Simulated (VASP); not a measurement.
# CaO (rock salt type) (Fm-3m) in VASP: further runs, part 2 of 2

VASP 6.6.1. The steps go on from the part before.

### Step 3. Single point, PBE

This run uses another cell than the first one, of 13.53 Å³/atom.

File INCAR:

```
SYSTEM = CaO
ALGO = Normal ; EDIFF = 1E-6
ENCUT = 520 ; GGA = PE
ISIF = 2 ; ISMEAR = -1
LASPH = .True. ; LCHARG = .False.
LREAL = .False. ; LWAVE = .False.
NBANDS = 15 ; NELM = 100
PREC = Accurate ; SIGMA = 0.06122561905347299
```

File KPOINTS:

```
k-points
0
Gamma
  13 13 13
  0 0 0
```

File POSCAR:

```
CaO
1.0
    0.0000000000      2.3829309104      2.3829309104
    2.3829309104      0.0000000000      2.3829309104
    2.3829309104      2.3829309104      0.0000000000
Ca O
1 1
Direct
    0.0000000000      0.0000000000      0.0000000000
    0.5000000000      0.5000000000      0.5000000000
```

Potentials or basis: VASP PAW PBE potentials, release 64 (Ca_sv, O).

The run is started by

```bash
$ cat potpaw_PBE.64/Ca_sv/POTCAR potpaw_PBE.64/O/POTCAR > POTCAR
$ mpirun -np 1 vasp_std > vasp.out
```

OUTCAR:

```text
SYSTEM = CaO
   EDIFF = 1E-6
   ENCUT = 520
   GGA = PE
   ISIF = 2
   ISMEAR = -1
   LASPH = .True.
   LREAL = .False.
   NELM = 100
   PREC = Accurate

 ion  position               nearest neighbor table
   1  0.000  0.000  0.000-   2 2.38   2 2.38   2 2.38   2 2.38   2 2.38   2 2.38
   2  0.500  0.500  0.500-   1 2.38   1 2.38   1 2.38   1 2.38   1 2.38   1 2.38

  LATTYP: Found a face centered cubic cell.
 ALAT       =     4.7658618208

  Lattice vectors:

 A1 = (   0.0000000000,   2.3829309104,   2.3829309104)
 A2 = (   2.3829309104,   0.0000000000,   2.3829309104)
 A3 = (   2.3829309104,   2.3829309104,   0.0000000000)

Analysis of symmetry for initial positions (statically):
=====================================================================
 Subroutine PRICEL returns:
 Original cell was already a primitive cell.

 Routine SETGRP: Setting up the symmetry group for a
 face centered cubic supercell.

 Subroutine GETGRP returns: Found 48 space group operations
 (whereof 48 operations were pure point group operations)
 out of a pool of 48 trial point group operations.

The static configuration has the point symmetry O_h .

Analysis of symmetry for dynamics (positions and initial velocities):
=====================================================================
 Subroutine PRICEL returns:
 Original cell was already a primitive cell.

 Routine SETGRP: Setting up the symmetry group for a
 face centered cubic supercell.

 Subroutine GETGRP returns: Found 48 space group operations
 (whereof 48 operations were pure point group operations)
 out of a pool of 48 trial point group operations.

The dynamic configuration has the point symmetry O_h .

 Subroutine INISYM returns: Found 48 space group operations
 (whereof 48 operations are pure point group operations),
 and found     1 'primitive' translations

----------------------------------------------------------------------------------------

                                     Primitive cell

  volume of cell :      27.0623

  direct lattice vectors                    reciprocal lattice vectors
     0.000000000  2.382930910  2.382930910    -0.209825639  0.209825639  0.209825639
     2.382930910  0.000000000  2.382930910     0.209825639 -0.209825639  0.209825639
     2.382930910  2.382930910  0.000000000     0.209825639  0.209825639 -0.209825639

  length of vectors
     3.369973212  3.369973212  3.369973212     0.363428667  0.363428667  0.363428667

  position of ions in fractional coordinates (direct lattice)
     0.000000000  0.000000000  0.000000000
     0.500000000  0.500000000  0.500000000

  ion indices of the primitive-cell ions
   primitive index   ion index
                 1           1
                 2           2

----------------------------------------------------------------------------------------

 KPOINTS: k-points

Automatic generation of k-mesh.
 Grid dimensions read from file:
 generate k-points for:   13   13   13

 Generating k-lattice:

[... 22 lines left out ...]
  0.307692  0.000000  0.000000      8.000000
  0.384615  0.000000  0.000000      8.000000
[... 16 lines left out ...]
  0.384615  0.153846  0.000000     24.000000
  0.461538  0.153846  0.000000     24.000000
 [... further k-points ...]
   k-points           NKPTS =     84   k-points in BZ     NKDIM =     84   number of bands    NBANDS=     15
   number of dos      NEDOS =    301   number of ions     NIONS =      2
   total plane-waves  NPLWV =  21952
   dimension x,y,z NGX =    28 NGY =   28 NGZ =   28
   dimension x,y,z NGXF=    56 NGYF=   56 NGZF=   56
   ions per type =               1   1
   NGX,Y,Z   is equivalent  to a cutoff of  13.81, 13.81, 13.81 a.u.
   NGXF,Y,Z  is equivalent  to a cutoff of  27.63, 27.63, 27.63 a.u.
 SYSTEM =  CaO
   PREC   = accura    normal or accurate (medium, high low for compatibility)
   ISTART =      0    job   : 0-new  1-cont  2-samecut
   ICHARG =      2    charge: 1-file 2-atom 10-const
   ISPIN  =      1    spin polarized calculation?
   LNONCOLLINEAR =      F non collinear calculations
   LSORBIT =      F    spin-orbit coupling
   LASPH  =      T    aspherical Exc in radial PAW
   ENCUT  =  520.0 eV  38.22 Ry    6.18 a.u.   6.27  6.27  6.27*2*pi/ulx,y,z
   NELM   =    100;   NELMIN=  2; NELMDL= -5     # of ELM steps
   EDIFF  = 0.1E-05   stopping-criterion for ELM
   LREAL  =      F    real-space projection
   EDIFFG = 0.1E-04   stopping-criterion for IOM
   NSW    =      0    number of steps for IOM
   IBRION =     -1    ionic relax: 0-MD 1-quasi-New 2-CG
   NFREE  =      0    steps in history (QN), initial steepest desc. (CG)
   ISIF   =      2    stress and relaxation
   ISYM   =      2    0-nonsym 1-usesym 2-fastsym
   POTIM  = 0.5000    time-step for ionic-motion
   TEBEG  =    0.0;   TEEND  =   0.0 temperature during run
   PSTRESS=    0.0 pullay stress
   NELECT =      16.0000    total number of electrons
   NUPDOWN=      -1.0000    fix difference up-down
   EMIN   =  10.00;   EMAX   =-10.00  energy-range for DOS
   EFERMI =   0.00;   METHOD = LEGACY
   ISMEAR =    -1;   SIGMA  =   0.06  broadening in eV -4-tet -1-fermi 0-gaus
   EFERMI_NEDOS =   21; number of points for ismear=-14 and -15
   IALGO  =     38    algorithm
   IMIX   =      4    mixing-type and parameters
     AMIX     =   0.40;   BMIX     =  1.00
     AMIX_MAG =   1.60;   BMIX_MAG =  1.00
  volume/ion in A,a.u.               =      13.53        91.31
  Fermi-wavevector in a.u.,A,eV,Ry     =   1.374021  2.596523 25.686898  1.887934
  Thomas-Fermi vector in A             =   2.499485
   LORBIT       =      0    0 simple, 1 ext, 2 COOP (PROOUT), +10 PAW based schemes
   GGA     = PE    functional components
   LHFCALC =     F    Hartree Fock is set to
   AEXX    =    0.0000 exact exchange contribution
   IVDW    =     0    specifies the selected vdW correction
   LEPSILON=     F    determine dielectric tensor
   LRPA    =     F    only Hartree local field effects (RPA)
 non-spin polarized calculation
  energy-cutoff  :      520.00
  volume of cell :       27.06
 maximum number of plane-waves:       748
 NGX is ok and might be reduce to    28
   NGX = 13   NGY = 13   NGZ = 13

 number of electron      15.9999997 magnetization

 Free energy of the ion-electron system (eV)
  ---------------------------------------------------
  ext. energy  EPLUGINS =         0.00000000
  ---------------------------------------------------
  free energy    TOTEN  =       -12.78405538 eV

  energy without entropy =      -12.78405538  energy(sigma->0) =      -12.78405538

 E-fermi :   3.7311     XC(G=0): -10.5998

 val. band max:        2.4966660541   @ k =   0.0000   0.0000   0.0000
 cond. band min:       6.1507877822   @ k =   0.4615   0.4615   0.0000
 fundamental gap:      3.6541217281
 Fermi energy:         3.7310667271

 k-point     1 :       0.0000    0.0000    0.0000
  band No.  band energies     occupation
      1     -35.0380      2.00000
      2     -15.7825      2.00000
      3     -15.7825      2.00000
      4     -15.7825      2.00000
      5     -13.0854      2.00000
      6       2.4967      2.00000
      7       2.4967      2.00000
      8       2.4967      2.00000
      9       7.4191      0.00000
     10       8.7834      0.00000
     11       8.7834      0.00000
     12       8.7834      0.00000
     13      10.3319      0.00000
     14      10.3319      0.00000
[... 401 lines left out ...]
      2     -16.8227      2.00000
      3     -15.9271      2.00000
      4     -15.8869      2.00000
      5     -12.0291      2.00000
      6       0.2566      2.00000
      7       1.3176      2.00000
      8       1.5111      2.00000
      9       8.7063      0.00000
     10      10.3149      0.00000
     11      11.1931      0.00000
     12      11.5745      0.00000
     13      12.5235      0.00000
     14      13.5450      0.00000
     15      17.2558      0.00000

 [... further k-points ...]

------------------------ aborting loop because EDIFF is reached ----------------------------------------

  FORCE on cell =-STRESS in cart. coord.  units (eV):
  Direction    XX          YY          ZZ          XY          YZ          ZX
  --------------------------------------------------------------------------------------
  -------------------------------------------------------------------------------------
  Total        0.8983729      0.8983729      0.8983729      0.0000000      0.0000000     -0.0000000
  in kB       53.1866795     53.1866795     53.1866795      0.0000000      0.0000000     -0.0000000
  external PRESSURE =      53.1866795 kB  Pullay stress =       0.0000000 kB

 VOLUME and BASIS-vectors are now :
 -----------------------------------------------------------------------------
  energy-cutoff  :      520.00
  volume of cell :       27.06
      direct lattice vectors                 reciprocal lattice vectors
     0.000000000  2.382930910  2.382930910    -0.209825639  0.209825639  0.209825639
     2.382930910  0.000000000  2.382930910     0.209825639 -0.209825639  0.209825639
     2.382930910  2.382930910  0.000000000     0.209825639  0.209825639 -0.209825639

 POSITION                                       TOTAL-FORCE (eV/Angst)
 -----------------------------------------------------------------------------------
      0.00000      0.00000      0.00000         0.000000     -0.000000     -0.000000
      2.38293      2.38293      2.38293        -0.000000      0.000000      0.000000
 -----------------------------------------------------------------------------------
    total drift:                                0.000000      0.000000      0.000000

  FREE ENERGIE OF THE ION-ELECTRON SYSTEM (eV)
  ---------------------------------------------------
  free  energy   TOTEN  =       -12.7840553785 eV

  energy  without entropy=      -12.7840553784  energy(sigma->0) =      -12.78405538
```

It took 35 s on 1 thread of Intel Xeon Platinum 8259CL at 2.50GHz (Skylake/Cascade Lake), shared host; peak memory 0.18 GiB.

Results:

```yaml
Free_energy: -12.7841 eV
Pressure: 5.3 GPa
Band_gap_on_the_k_mesh: 3.65 eV (least direct gap 4.02 eV)
```

Caveat: the cell stands under pressure; an odd mesh through Γ misses points on the zone boundary, where band edges can lie.

### Step 4. Single point, PBE

This run uses another cell than the first one, of 13.81 Å³/atom.

File INCAR:

```
PREC = Accurate ; ENCUT = 520
EDIFF = 1E-6 ; ISMEAR = -1
SIGMA = 0.06122561905347299 ; LREAL = False
LASPH = True ; NELM = 100
ALGO = Normal ; ISIF = 2
LWAVE = False ; LCHARG = True
GGA = PE ; LELF = True
LVHAR = True ; NBANDS = 15
```

File KPOINTS:

```
regular mesh
0
Gamma
  13 13 13
```

File POSCAR:

```
CaO
1.0
    0.0000000000      2.3993654360      2.3993654360
    2.3993654360      0.0000000000      2.3993654360
    2.3993654360      2.3993654360      0.0000000000
Ca O
1 1
Direct
    0.0000000000      0.0000000000      0.0000000000
    0.5000000000      0.5000000000      0.5000000000
```

The run is started by

```bash
$ cat potpaw_PBE.64/Ca_sv/POTCAR potpaw_PBE.64/O/POTCAR > POTCAR
$ mpirun -np 1 vasp_std > vasp.out
```

Run time: 40 s. Hardware: 1 thread of Intel Xeon Platinum 8259CL at 2.50GHz (Skylake/Cascade Lake), shared host; peak memory 0.18 GiB.

Results (log left out):

```yaml
Free_energy: -12.7989 eV
Pressure: 2.8 GPa
Band_gap_on_the_k_mesh: 3.66 eV (least direct gap 4.03 eV)
```

Levels at points of the mesh, in eV from the valence-band top:
```tsv
k point	band 5	band 6	band 7	band 8	band 9	band 10	band 11	band 12
(0.00, 0.00, 0.00)	-15.54	0.00	0.00	0.00	4.75	6.24	6.24	6.24
```

Caveat: an odd mesh through Γ misses points on the zone boundary, where band edges can lie.

### Step 5. Overview

```tsv
cell	gap on the mesh (eV)	pressure (GPa)
a = 3.346 Å, angles 60.0°, 2 atoms	3.64	8.2
a = 3.370 Å, angles 60.0°, 2 atoms	3.65	5.3
a = 3.393 Å, angles 60.0°, 2 atoms	3.66	2.8
```

Alike in all rows: task single point; level PBE; potentials or basis VASP PAW PBE potentials, release 64 (Ca_sv, O); no spin polarisation; k mesh 13 × 13 × 13; cutoff (eV) 520; smearing fermi-dirac 0.0612256 eV.

Caveats: an odd mesh through Γ misses points on the zone boundary, where band edges can lie; the cell stands under pressure (at least some runs).

Absolute energies hang on the potentials; compare differences alone.
